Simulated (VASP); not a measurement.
# Cu (R-3m) in VASP: notebook, part 2 of 2

VASP 6.6.1.

## Step 4: Single point, LDA

Input file INCAR:

```
ALGO = Normal
EDIFF = 1E-7
ENCUT = 520
GGA = CA
ISIF = 2
ISMEAR = 1
LASPH = True
LCHARG = False
LREAL = False
LWAVE = False
NBANDS = 12
NELM = 80
PREC = Accurate
SIGMA = 0.1
```

Input file KPOINTS:

```
k-points
0
Gamma
  16 16 16
```

Input file POSCAR:

```
Cu
1.0
    0.0241000000      1.8195500000      1.8195500000
    1.8195500000      0.0241000000      1.8195500000
    1.8195500000      1.8195500000      0.0241000000
Cu
1
Direct
    0.0000000000      0.0000000000      0.0000000000
```

Potentials or basis: VASP PAW LDA potentials, release 64 (Cu).

Command:

```console
cat potpaw_LDA.64/Cu/POTCAR > POTCAR
mpirun -np 1 vasp_std > vasp.out
```

OUTCAR:

```text
EDIFF = 1E-7
   ENCUT = 520
   GGA = CA
   ISIF = 2
   ISMEAR = 1
   LASPH = True
   LREAL = False
   NELM = 80
   PREC = Accurate

 ion  position               nearest neighbor table
   1  0.000  0.000  0.000-

  LATTYP: Found a trigonal (rhomboedric) cell.
 ALAT       =     2.5733451411
 COS(alpha) =     0.5132000175

  Lattice vectors:

 A1 = (   0.0241000000,   1.8195500000,   1.8195500000)
 A2 = (   1.8195500000,   0.0241000000,   1.8195500000)
 A3 = (   1.8195500000,   1.8195500000,   0.0241000000)

Analysis of symmetry for initial positions (statically):
=====================================================================
 Subroutine PRICEL returns:
 Original cell was already a primitive cell.

 Routine SETGRP: Setting up the symmetry group for a
 trigonal (rhombohedral) supercell.

 Subroutine GETGRP returns: Found 12 space group operations
 (whereof 12 operations were pure point group operations)
 out of a pool of 12 trial point group operations.

The static configuration has the point symmetry D_3d.

Analysis of symmetry for dynamics (positions and initial velocities):
=====================================================================
[... 170 lines left out ...]
      6       5.1092      2.00000
      7      29.9224      0.00000
      8      31.9437      0.00000
      9      32.8207      0.00000
     10      32.8207      0.00000
     11      34.4574      0.00000
     12      35.3025      0.00000
[... 331 lines left out ...]
 k-point    24 :      -0.0625    0.0625    0.0000
  band No.  band energies     occupation
      1      -1.6267      2.00000
      2       4.2102      2.00000
      3       4.2730      2.00000
      4       4.3859      2.00000
      5       5.0407      2.00000
      6       5.1171      2.00000
      7      28.1992      0.00000
      8      29.2518      0.00000
      9      31.1962      0.00000
     10      32.9256      0.00000
     11      34.7682      0.00000
     12      35.9960      0.00000

 [... further k-points ...]

------------------------ aborting loop because EDIFF is reached ----------------------------------------

  FORCE on cell =-STRESS in cart. coord.  units (eV):
  Direction    XX          YY          ZZ          XY          YZ          ZX
  --------------------------------------------------------------------------------------
  -------------------------------------------------------------------------------------
  Total       -0.8534675     -0.8534675     -0.8534675     -0.0730761     -0.0730761     -0.0730761
  in kB     -115.7951306   -115.7951306   -115.7951306     -9.9146839     -9.9146839     -9.9146839
  external PRESSURE =    -115.7951306 kB  Pullay stress =       0.0000000 kB

 VOLUME and BASIS-vectors are now :
 -----------------------------------------------------------------------------
  energy-cutoff  :      520.00
  volume of cell :       11.81
      direct lattice vectors                 reciprocal lattice vectors
     0.024100000  1.819550000  1.819550000    -0.280313834  0.276649601  0.276649601
     1.819550000  0.024100000  1.819550000     0.276649601 -0.280313834  0.276649601
     1.819550000  1.819550000  0.024100000     0.276649601  0.276649601 -0.280313834

 POSITION                                       TOTAL-FORCE (eV/Angst)
 -----------------------------------------------------------------------------------
      0.00000      0.00000      0.00000         0.000000     -0.000000     -0.000000
 -----------------------------------------------------------------------------------
    total drift:                                0.000000      0.000000      0.000000

  FREE ENERGIE OF THE ION-ELECTRON SYSTEM (eV)
  ---------------------------------------------------
  free  energy   TOTEN  =        -4.6726142246 eV

  energy  without entropy=       -4.6725197756  energy(sigma->0) =       -4.67258274
```

OSZICAR:

```text
N       E                     dE             d eps       ncg     rms          rms(c)
DAV:   1     0.416123155279E+02    0.41612E+02   -0.53894E+03 11144   0.156E+03
DAV:   2    -0.429344750074E+01   -0.45906E+02   -0.42278E+02 10320   0.205E+02
DAV:   3    -0.564781610409E+01   -0.13544E+01   -0.13469E+01 11664   0.404E+01
DAV:   4    -0.565679215935E+01   -0.89761E-02   -0.89748E-02 11372   0.289E+00
DAV:   5    -0.565688089472E+01   -0.88735E-04   -0.88735E-04 11912   0.293E-01    0.795E+00
DAV:   6    -0.511447205110E+01    0.54241E+00   -0.16091E+01 11932   0.777E+01    0.423E+00
DAV:   7    -0.468720776989E+01    0.42726E+00   -0.25908E+00 11984   0.314E+01    0.543E-01
DAV:   8    -0.467468859729E+01    0.12519E-01   -0.65032E-03 12048   0.144E+00    0.334E-01
DAV:   9    -0.467260370638E+01    0.20849E-02   -0.10835E-02 12172   0.178E+00    0.190E-02
DAV:  10    -0.467261205074E+01   -0.83444E-05   -0.35882E-05 14804   0.975E-02    0.494E-03
DAV:  11    -0.467261422712E+01   -0.21764E-05   -0.55936E-07 12656   0.105E-02    0.462E-04
DAV:  12    -0.467261422459E+01    0.25329E-08   -0.87357E-09  6748   0.148E-03
   1 F= -.46726142E+01 E0= -.46725827E+01  d E =-.944490E-04
```

Wall time 20 s (1 thread of Intel Xeon 6975P-C (Granite Rapids), shared host); peak memory 0.16 GiB.

What came out:

```
Free energy : -4.6726 eV
Pressure    : -11.6 GPa
```

Stress tensor (GPa, compression positive):
```
-11.58  -0.99  -0.99
 -0.99 -11.58  -0.99
 -0.99  -0.99 -11.58
```

Levels at points of the mesh, in eV from the Fermi level:
| k point | band 2 | band 3 | band 4 | band 5 | band 6 | band 7 | band 8 | band 9 | band 10 | band 11 |
| --- | --- | --- | --- | --- | --- | --- | --- | --- | --- | --- |
| (0.00, 0.00, 0.00) | -3.09 | -2.98 | -2.98 | -2.17 | -2.17 | 22.64 | 24.66 | 25.54 | 25.54 | 27.17 |
| (0.50, 0.00, 0.00) | -3.11 | -2.98 | -1.63 | -1.58 | -0.86 | 3.87 | 21.03 | 21.78 | 22.02 | 24.84 |
| (0.50, 0.50, 0.00) | -4.41 | -1.63 | -1.47 | -1.47 | 1.55 | 7.17 | 12.75 | 13.38 | 17.67 | 20.35 |
| (0.50, 0.50, 0.50) | -3.03 | -3.03 | -1.62 | -1.62 | -1.10 | 3.50 | 21.54 | 22.40 | 22.40 | 25.48 |

## Step 5: Single point, LDA

Input file INCAR:

```
ALGO = Normal
EDIFF = 1E-7
ENCUT = 520
GGA = CA
ISIF = 2
ISMEAR = 1
LASPH = T
LCHARG = F
LREAL = F
LWAVE = F
NBANDS = 12
NELM = 60
PREC = Accurate
SIGMA = 0.1
```

KPOINTS is that of step 4.

Input file POSCAR:

```
Cu
1.0
    0.0361500000      1.8255750000      1.8255750000
    1.8255750000      0.0361500000      1.8255750000
    1.8255750000      1.8255750000      0.0361500000
Cu
1
Direct
    0.0000000000      0.0000000000      0.0000000000
```

Potentials or basis: VASP PAW LDA potentials, release 64 (Cu).

Command:

```console
cat potpaw_LDA.64/Cu/POTCAR > POTCAR
mpirun -np 1 vasp_std > vasp.out
```

OUTCAR:

```text
EDIFF = 1E-7
   ENCUT = 520
   GGA = CA
   ISIF = 2
   ISMEAR = 1
   LASPH = T
   LREAL = F
   NELM = 60
   PREC = Accurate

 ion  position               nearest neighbor table
   1  0.000  0.000  0.000-

  LATTYP: Found a trigonal (rhomboedric) cell.
 ALAT       =     2.5820059999
 COS(alpha) =     0.5197000882

  Lattice vectors:

 A1 = (   0.0361500000,   1.8255750000,   1.8255750000)
 A2 = (   1.8255750000,   0.0361500000,   1.8255750000)
 A3 = (   1.8255750000,   1.8255750000,   0.0361500000)

Analysis of symmetry for initial positions (statically):
=====================================================================
 Subroutine PRICEL returns:
 Original cell was already a primitive cell.

 Routine SETGRP: Setting up the symmetry group for a
 trigonal (rhombohedral) supercell.

 Subroutine GETGRP returns: Found 12 space group operations
 (whereof 12 operations were pure point group operations)
 out of a pool of 12 trial point group operations.

The static configuration has the point symmetry D_3d.

Analysis of symmetry for dynamics (positions and initial velocities):
=====================================================================
 Subroutine PRICEL returns:
 Original cell was already a primitive cell.

 Routine SETGRP: Setting up the symmetry group for a
 trigonal (rhombohedral) supercell.

 Subroutine GETGRP returns: Found 12 space group operations
 (whereof 12 operations were pure point group operations)
 out of a pool of 12 trial point group operations.

The dynamic configuration has the point symmetry D_3d.

 Subroutine INISYM returns: Found 12 space group operations
 (whereof 12 operations are pure point group operations),
 and found     1 'primitive' translations

----------------------------------------------------------------------------------------

                                     Primitive cell

  volume of cell :      11.8069

[... 112 lines left out ...]
   LHFCALC =     F    Hartree Fock is set to
   AEXX    =    0.0000 exact exchange contribution
   IVDW    =     0    specifies the selected vdW correction
   LEPSILON=     F    determine dielectric tensor
   LRPA    =     F    only Hartree local field effects (RPA)
 non-spin polarized calculation
 Methfessel and Paxton  Order N= 1 SIGMA  =   0.10
  energy-cutoff  :      520.00
  volume of cell :       11.81
 maximum number of plane-waves:       332
   NGX =  9   NGY =  9   NGZ =  9

 number of electron      11.0000002 magnetization

 Free energy of the ion-electron system (eV)
  ---------------------------------------------------
  ext. energy  EPLUGINS =         0.00000000
  ---------------------------------------------------
  free energy    TOTEN  =        -4.67092762 eV

  energy without entropy =       -4.67087909  energy(sigma->0) =       -4.67091145

 E-fermi :   7.2878     XC(G=0): -13.1032

 val. band max:        7.2698207511   @ k =   0.5000   0.3125   0.1250
 cond. band min:       7.3181064665   @ k =   0.5000   0.5000   0.3750
 fundamental gap:      0.0482857154
 Fermi energy:         7.2878381958

 k-point     1 :       0.0000    0.0000    0.0000
  band No.  band energies     occupation
      1      -2.0087      2.00000
      2       4.1642      2.00000
      3       4.3145      2.00000
      4       4.3145      2.00000
      5       5.1138      2.00000
      6       5.1138      2.00000
      7      29.7748      0.00000
      8      31.7847      0.00000
      9      32.9948      0.00000
     10      32.9948      0.00000
     11      34.1638      0.00000
     12      35.4477      0.00000
[... 331 lines left out ...]
 k-point    24 :      -0.0625    0.0625    0.0000
  band No.  band energies     occupation
      1      -1.6230      2.00000
      2       4.2223      2.00000
      3       4.2416      2.00000
      4       4.4051      2.00000
      5       5.0423      2.00000
      6       5.1186      2.00000
      7      28.3020      0.00000
      8      29.3716      0.00000
      9      30.8767      0.00000
     10      32.9955      0.00000
     11      34.4865      0.00000
     12      36.0876      0.00000

 [... further k-points ...]

------------------------ aborting loop because EDIFF is reached ----------------------------------------

  FORCE on cell =-STRESS in cart. coord.  units (eV):
  Direction    XX          YY          ZZ          XY          YZ          ZX
  --------------------------------------------------------------------------------------
  -------------------------------------------------------------------------------------
  Total       -0.8464120     -0.8464120     -0.8464120     -0.1107406     -0.1107406     -0.1107406
  in kB     -114.8568585   -114.8568585   -114.8568585    -15.0273380    -15.0273380    -15.0273380
  external PRESSURE =    -114.8568585 kB  Pullay stress =       0.0000000 kB

 VOLUME and BASIS-vectors are now :
 -----------------------------------------------------------------------------
  energy-cutoff  :      520.00
  volume of cell :       11.81
      direct lattice vectors                 reciprocal lattice vectors
     0.036150000  1.825575000  1.825575000    -0.282158772  0.276679961  0.276679961
     1.825575000  0.036150000  1.825575000     0.276679961 -0.282158772  0.276679961
     1.825575000  1.825575000  0.036150000     0.276679961  0.276679961 -0.282158772

 POSITION                                       TOTAL-FORCE (eV/Angst)
 -----------------------------------------------------------------------------------
      0.00000      0.00000      0.00000        -0.000000     -0.000000      0.000000
 -----------------------------------------------------------------------------------
    total drift:                                0.000000     -0.000000      0.000000

  FREE ENERGIE OF THE ION-ELECTRON SYSTEM (eV)
  ---------------------------------------------------
  free  energy   TOTEN  =        -4.6709276222 eV

  energy  without entropy=       -4.6708790931  energy(sigma->0) =       -4.67091145
```

OSZICAR:

```text
N       E                     dE             d eps       ncg     rms          rms(c)
DAV:   1     0.419531891394E+02    0.41953E+02   -0.53562E+03 11116   0.156E+03
DAV:   2    -0.425069793471E+01   -0.46204E+02   -0.42560E+02 10348   0.206E+02
DAV:   3    -0.564601288731E+01   -0.13953E+01   -0.13837E+01 11748   0.409E+01
DAV:   4    -0.565553435125E+01   -0.95215E-02   -0.95199E-02 11328   0.296E+00
DAV:   5    -0.565563015539E+01   -0.95804E-04   -0.95804E-04 11976   0.304E-01    0.795E+00
DAV:   6    -0.511290171344E+01    0.54273E+00   -0.16090E+01 11912   0.777E+01    0.423E+00
DAV:   7    -0.468554668730E+01    0.42736E+00   -0.25911E+00 11960   0.314E+01    0.544E-01
DAV:   8    -0.467298800695E+01    0.12559E-01   -0.64836E-03 12048   0.143E+00    0.333E-01
DAV:   9    -0.467091730276E+01    0.20707E-02   -0.10771E-02 12236   0.178E+00    0.195E-02
DAV:  10    -0.467092545903E+01   -0.81563E-05   -0.37119E-05 14848   0.100E-01    0.495E-03
DAV:  11    -0.467092762477E+01   -0.21657E-05   -0.56002E-07 12452   0.107E-02    0.413E-04
DAV:  12    -0.467092762225E+01    0.25248E-08   -0.69851E-09  6736   0.133E-03
   1 F= -.46709276E+01 E0= -.46709114E+01  d E =-.485292E-04
```

It took 20 s on 1 thread of Intel Xeon 6975P-C (Granite Rapids), shared host; peak memory 0.16 GiB.

What came out:

- Free energy: -4.6709 eV
- Pressure: -11.5 GPa

## Step 6: Summary

```tsv
cell	gap on the mesh (eV)	pressure (GPa)
a = 2.548 Å, angles 60.4°, 1 atom	none	-11.6
a = 2.565 Å, angles 59.6°, 1 atom	none	-11.6
a = 2.573 Å, angles 59.1°, 1 atom	none	-11.6
a = 2.582 Å, angles 58.7°, 1 atom	none	-11.5
```

Alike in all rows: task single point; level LDA; potentials or basis VASP PAW LDA potentials, release 64 (Cu); no spin polarisation; k mesh 16 × 16 × 16; cutoff (eV) 520; smearing methfessel-paxton 0.1 eV.

Absolute energies hang on the potentials; compare differences alone.
